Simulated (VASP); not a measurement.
# Zn (Im-3m) in VASP: further runs

Zn is run at these levels: PBE; tasks: single point, relaxation of cell and atoms.

Everything below comes from runs of VASP 6.6.1. Logs are shortened: lines on timing, memory, paths and dates and some standing lists are left out, and cuts for length are marked.

### Step 1. The cell of the first run

Symmetry: Im-3m, No. 229, cubic system. The conventional cell has a = 3.131 Å, b = 3.131 Å, c = 3.131 Å, α = 90.00°, β = 90.00°, γ = 90.00°. Within 3.6 Å of Zn (site symmetry m-3m) lie 14 Zn at 2.71 to 3.13 Å.

This isn't the form of Zn at room conditions, which is hcp.

### Step 2. Single point, PBE

Contents of INCAR:

```
PREC     = Accurate       # precision mode
ENCUT    = 500            # plane-wave cutoff, eV
EDIFF    = 1E-6           # SCF threshold, eV
ISMEAR   = 1              # smearing method
SIGMA    = 0.05           # smearing width, eV
LREAL    = False          # projectors in reciprocal space
LASPH    = True           # aspherical terms in the spheres
NELM     = 120            # most SCF steps
ALGO     = Normal         # electronic algorithm
ISIF     = 2              # what is computed and relaxed
LWAVE    = False          # write WAVECAR
LCHARG   = False          # write CHGCAR
GGA      = PE             # functional
NBANDS   = 12             # bands
GGA_COMPAT= False
```

Contents of KPOINTS:

```
regular mesh
0
Gamma
  21 21 21
```

Contents of POSCAR:

```
Zn
1.0
   -1.5655776665      1.5655776665      1.5655776665
    1.5655776665     -1.5655776665      1.5655776665
    1.5655776665      1.5655776665     -1.5655776665
Zn
1
Direct
    0.0000000000      0.0000000000      0.0000000000
```

Potentials or basis: VASP PAW PBE potentials, release 64 (Zn).

Run with:

```sh
$ cat potpaw_PBE.64/Zn/POTCAR > POTCAR
$ mpirun -np 1 vasp_std > vasp.out
```

OUTCAR:

```text
PREC = Accurate
   ENCUT = 500
   EDIFF = 1E-6
   ISMEAR = 1
   LREAL = False
   LASPH = True
   NELM = 120
   ISIF = 2
   GGA = PE

 ion  position               nearest neighbor table
   1  0.000  0.000  0.000-

  LATTYP: Found a body centered cubic cell.
 ALAT       =     3.1311553330

  Lattice vectors:

 A1 = (  -1.5655776665,   1.5655776665,   1.5655776665)
 A2 = (   1.5655776665,  -1.5655776665,   1.5655776665)
 A3 = (   1.5655776665,   1.5655776665,  -1.5655776665)

Analysis of symmetry for initial positions (statically):
=====================================================================
 Subroutine PRICEL returns:
 Original cell was already a primitive cell.

 Routine SETGRP: Setting up the symmetry group for a
 body centered cubic supercell.

 Subroutine GETGRP returns: Found 48 space group operations
 (whereof 48 operations were pure point group operations)
 out of a pool of 48 trial point group operations.

The static configuration has the point symmetry O_h .

Analysis of symmetry for dynamics (positions and initial velocities):
=====================================================================
 Subroutine PRICEL returns:
 Original cell was already a primitive cell.

 Routine SETGRP: Setting up the symmetry group for a
 body centered cubic supercell.

 Subroutine GETGRP returns: Found 48 space group operations
 (whereof 48 operations were pure point group operations)
 out of a pool of 48 trial point group operations.

The dynamic configuration has the point symmetry O_h .

 Subroutine INISYM returns: Found 48 space group operations
 (whereof 48 operations are pure point group operations),
 and found     1 'primitive' translations

----------------------------------------------------------------------------------------

                                     Primitive cell

  volume of cell :      15.3491

  direct lattice vectors                    reciprocal lattice vectors
    -1.565577667  1.565577667  1.565577667     0.000000000  0.319370933  0.319370933
     1.565577667 -1.565577667  1.565577667     0.319370933  0.000000000  0.319370933
     1.565577667  1.565577667 -1.565577667     0.319370933  0.319370933  0.000000000

  length of vectors
     2.711660062  2.711660062  2.711660062     0.451658705  0.451658705  0.451658705

  position of ions in fractional coordinates (direct lattice)
     0.000000000  0.000000000  0.000000000

  ion indices of the primitive-cell ions
   primitive index   ion index
                 1           1

----------------------------------------------------------------------------------------

 KPOINTS: regular mesh

Automatic generation of k-mesh.
 Grid dimensions read from file:
 generate k-points for:   21   21   21

 Generating k-lattice:

  Cartesian coordinates                     Fractional coordinates (reciprocal lattice)
     0.000000000  0.015208140  0.015208140     0.047619048  0.000000000  0.000000000
     0.015208140  0.000000000  0.015208140     0.000000000  0.047619048  0.000000000
     0.015208140  0.015208140  0.000000000     0.000000000  0.000000000  0.047619048

  Length of vectors
     0.021507557  0.021507557  0.021507557

  Shift w.r.t. Gamma in fractional coordinates (k-lattice)
     0.000000000  0.000000000  0.000000000

 Subroutine IBZKPT returns following result:
 ===========================================

 Found    286 irreducible k-points:

 Following reciprocal coordinates:
            Coordinates               Weight
  0.000000  0.000000  0.000000      1.000000
  0.047619  0.000000  0.000000     12.000000
  0.095238  0.000000  0.000000     12.000000
  0.142857  0.000000  0.000000     12.000000
  0.190476  0.000000  0.000000     12.000000
  0.238095  0.000000  0.000000     12.000000
[... 16 lines left out ...]
  0.142857  0.095238  0.000000     48.000000
  0.190476  0.095238  0.000000     48.000000
 [... further k-points ...]
   k-points           NKPTS =    286   k-points in BZ     NKDIM =    286   number of bands    NBANDS=     12
   number of dos      NEDOS =    301   number of ions     NIONS =      1
   total plane-waves  NPLWV =   8000
   dimension x,y,z NGX =    20 NGY =   20 NGZ =   20
   dimension x,y,z NGXF=    40 NGYF=   40 NGZF=   40
   ions per type =               1
   NGX,Y,Z   is equivalent  to a cutoff of  12.26, 12.26, 12.26 a.u.
   NGXF,Y,Z  is equivalent  to a cutoff of  24.52, 24.52, 24.52 a.u.
 SYSTEM =  unknown system
   PREC   = accura    normal or accurate (medium, high low for compatibility)
   ISTART =      0    job   : 0-new  1-cont  2-samecut
   ICHARG =      2    charge: 1-file 2-atom 10-const
   ISPIN  =      1    spin polarized calculation?
   LNONCOLLINEAR =      F non collinear calculations
   LSORBIT =      F    spin-orbit coupling
   LASPH  =      T    aspherical Exc in radial PAW
   ENCUT  =  500.0 eV  36.75 Ry    6.06 a.u.   4.94  4.94  4.94*2*pi/ulx,y,z
   NELM   =    120;   NELMIN=  2; NELMDL= -5     # of ELM steps
   EDIFF  = 0.1E-05   stopping-criterion for ELM
   LREAL  =      F    real-space projection
   EDIFFG = 0.1E-04   stopping-criterion for IOM
   NSW    =      0    number of steps for IOM
   IBRION =     -1    ionic relax: 0-MD 1-quasi-New 2-CG
   NFREE  =      0    steps in history (QN), initial steepest desc. (CG)
   ISIF   =      2    stress and relaxation
   ISYM   =      2    0-nonsym 1-usesym 2-fastsym
   POTIM  = 0.5000    time-step for ionic-motion
   TEBEG  =    0.0;   TEEND  =   0.0 temperature during run
   PSTRESS=    0.0 pullay stress
   NELECT =      12.0000    total number of electrons
   NUPDOWN=      -1.0000    fix difference up-down
   EMIN   =  10.00;   EMAX   =-10.00  energy-range for DOS
   EFERMI =   0.00;   METHOD = LEGACY
   ISMEAR =     1;   SIGMA  =   0.05  broadening in eV -4-tet -1-fermi 0-gaus
   EFERMI_NEDOS =   21; number of points for ismear=-14 and -15
   IALGO  =     38    algorithm
   IMIX   =      4    mixing-type and parameters
     AMIX     =   0.40;   BMIX     =  1.00
     AMIX_MAG =   1.60;   BMIX_MAG =  1.00
  volume/ion in A,a.u.               =      15.35       103.58
  Fermi-wavevector in a.u.,A,eV,Ry     =   1.508136  2.849965 30.946118  2.274476
  Thomas-Fermi vector in A             =   2.618630
   LORBIT       =      0    0 simple, 1 ext, 2 COOP (PROOUT), +10 PAW based schemes
   GGA     = PE    functional components
   LHFCALC =     F    Hartree Fock is set to
   AEXX    =    0.0000 exact exchange contribution
   IVDW    =     0    specifies the selected vdW correction
   LEPSILON=     F    determine dielectric tensor
   LRPA    =     F    only Hartree local field effects (RPA)
 non-spin polarized calculation
 Methfessel and Paxton  Order N= 1 SIGMA  =   0.05
  energy-cutoff  :      500.00
  volume of cell :       15.35
 maximum number of plane-waves:       402
   NGX =  9   NGY =  9   NGZ =  9

 number of electron      12.0000024 magnetization

 Free energy of the ion-electron system (eV)
  ---------------------------------------------------
  ext. energy  EPLUGINS =         0.00000000
  ---------------------------------------------------
  free energy    TOTEN  =        -1.02242910 eV

  energy without entropy =       -1.02238574  energy(sigma->0) =       -1.02241465

 E-fermi :   3.1392     XC(G=0): -11.5183

 val. band max:        3.0966558197   @ k =   0.3333   0.2381   0.0952
 cond. band min:       3.1408122099   @ k =   0.3810   0.1905   0.0000
 fundamental gap:      0.0441563903
 Fermi energy:         3.1391754249

 k-point     1 :       0.0000    0.0000    0.0000
  band No.  band energies     occupation
      1      -7.2547      2.00000
      2      -4.6391      2.00000
      3      -4.6391      2.00000
      4      -4.6391      2.00000
      5      -4.1368      2.00000
      6      -4.1368      2.00000
      7      22.2069      0.00000
      8      22.2069      0.00000
      9      22.2069      0.00000
     10      23.9054      0.00000
     11      23.9054      0.00000
     12      23.9054      0.00000

 k-point     2 :       0.0476    0.0000    0.0000
  band No.  band energies     occupation
      1      -7.1827      2.00000
      2      -4.6459      2.00000
      3      -4.6375      2.00000
      4      -4.6221      2.00000
      5      -4.1434      2.00000
      6      -4.1364      2.00000
      7      21.1135      0.00000
      8      21.6171      0.00000
      9      21.8806      0.00000
     10      23.0577      0.00000
     11      23.2797      0.00000
     12      23.6924      0.00000

 k-point     3 :       0.0952    0.0000    0.0000
  band No.  band energies     occupation
      1      -6.9689      2.00000
      2      -4.6656      2.00000
      3      -4.6323      2.00000
      4      -4.5722      2.00000
      5      -4.1607      2.00000
      6      -4.1352      2.00000
      7      18.8194      0.00000
      8      20.4908      0.00000
      9      21.0195      0.00000
     10      22.3364      0.00000
     11      22.4406      0.00000
     12      23.7100      0.00000
[... 286 lines left out ...]
 k-point    23 :       0.1429    0.0952    0.0000
  band No.  band energies     occupation
      1      -5.9792      2.00000
      2      -4.7198      2.00000
      3      -4.6563      2.00000
      4      -4.2881      2.00000
      5      -4.2184      2.00000
      6      -4.1064      2.00000
      7      14.1958      0.00000
      8      15.5868      0.00000
      9      18.1119      0.00000
     10      21.8546      0.00000
     11      22.8948      0.00000
     12      24.4434      0.00000

 k-point    24 :       0.1905    0.0952    0.0000
  band No.  band energies     occupation
      1      -5.5266      2.00000
      2      -4.7626      2.00000
      3      -4.5879      2.00000
      4      -4.2274      2.00000
      5      -4.1491      2.00000
      6      -4.0161      2.00000
      7      11.9406      0.00000
      8      14.7145      0.00000
      9      17.2622      0.00000
     10      21.2804      0.00000
     11      23.0990      0.00000
     12      24.4539      0.00000

 [... further k-points ...]

------------------------ aborting loop because EDIFF is reached ----------------------------------------

  FORCE on cell =-STRESS in cart. coord.  units (eV):
  Direction    XX          YY          ZZ          XY          YZ          ZX
  --------------------------------------------------------------------------------------
  -------------------------------------------------------------------------------------
  Total        0.0370820      0.0370820      0.0370820     -0.0000000     -0.0000000      0.0000000
  in kB        3.8707001      3.8707001      3.8707001     -0.0000000     -0.0000000      0.0000000
  external PRESSURE =       3.8707001 kB  Pullay stress =       0.0000000 kB

 VOLUME and BASIS-vectors are now :
 -----------------------------------------------------------------------------
  energy-cutoff  :      500.00
  volume of cell :       15.35
      direct lattice vectors                 reciprocal lattice vectors
    -1.565577667  1.565577667  1.565577667     0.000000000  0.319370933  0.319370933
     1.565577667 -1.565577667  1.565577667     0.319370933  0.000000000  0.319370933
     1.565577667  1.565577667 -1.565577667     0.319370933  0.319370933  0.000000000

 POSITION                                       TOTAL-FORCE (eV/Angst)
 -----------------------------------------------------------------------------------
      0.00000      0.00000      0.00000         0.000000      0.000000      0.000000
 -----------------------------------------------------------------------------------
    total drift:                                0.000000      0.000000      0.000000

  FREE ENERGIE OF THE ION-ELECTRON SYSTEM (eV)
  ---------------------------------------------------
  free  energy   TOTEN  =        -1.0224290989 eV

  energy  without entropy=       -1.0223857413  energy(sigma->0) =       -1.02241465
```

It took 19 s on 1 thread of Intel Xeon Platinum 8488C (Sapphire Rapids), shared host; peak memory 0.15 GiB.

Results:

| Item | Value |
| --- | --- |
| Free energy | -1.0224 eV |
| Pressure | 0.4 GPa |
| Band gap on the k mesh | zero (bands 6 and 7 overlap by 4.72 eV) |

### Step 3. Relaxation of cell and atoms, PBE

Contents of INCAR:

```
SYSTEM = Zn
PREC = Accurate
ENCUT = 500
EDIFF = 1E-7
ISMEAR = 1
SIGMA = 0.05
LREAL = .FALSE.
LASPH = .TRUE.
NELM = 120
ALGO = Normal
ISIF = 3
LWAVE = .FALSE.
LCHARG = .FALSE.
GGA = PE
IBRION = 2
NSW = 60
EDIFFG = -0.02
GGA_COMPAT = .FALSE.
NELMIN = 4
```

Contents of KPOINTS:

```
regular mesh
0
G
  21 21 21
  0 0 0
```

Contents of POSCAR:

```
Zn
1.0
   -1.5650000000      1.5650000000      1.5650000000
    1.5650000000     -1.5650000000      1.5650000000
    1.5650000000      1.5650000000     -1.5650000000
Zn
1
Direct
    0.0000000000      0.0000000000      0.0000000000
```

Potentials or basis: VASP PAW PBE potentials, release 64 (Zn).

Run with:

```sh
$ cat potpaw_PBE.64/Zn/POTCAR > POTCAR
$ mpirun -np 1 vasp_std > vasp.out
```

It took 29 s on 1 thread of Intel Xeon Platinum 8488C (Sapphire Rapids), shared host; peak memory 0.16 GiB.

It converged, with:

| Property | Result |
| --- | --- |
| Free energy | -1.0225 eV |
| Relaxed volume | 15.41 Å³/atom |
| Relaxed cell | a = 2.716 Å, b = 2.716 Å, c = 2.716 Å, α = 109.47°, β = 109.47°, γ = 109.47° |
| Space group after relaxing (to 0.1 Å) | Im-3m (No. 229) |
| Energy gained by relaxing | 0.1 meV/atom |
| Ionic steps | 2 |
| Pressure after relaxing | 0.1 GPa |
| Band gap on the k mesh | zero (bands 6 and 7 overlap by 4.72 eV) |

Step by step:
```csv
step,energy change (eV),largest force (eV/Å),pressure (GPa),volume (Å³)
1,0.0000,0.0000,0.39,15.33
2,-0.0001,0.0000,0.05,15.41
```

Final structure:
```
Zn
1.0
    -1.56781    1.56781    1.56781
     1.56781   -1.56781    1.56781
     1.56781    1.56781   -1.56781
Zn
1
Direct
  0.00000 0.00000 0.00000
```

Levels at points of the mesh, in eV from the Fermi level:
```csv
k point,band 2,band 3,band 4,band 5,band 6,band 7,band 8,band 9,band 10
"(0.00, 0.00, 0.00)",-7.76,-7.76,-7.76,-7.26,-7.26,19.00,19.00,19.00,20.73
```
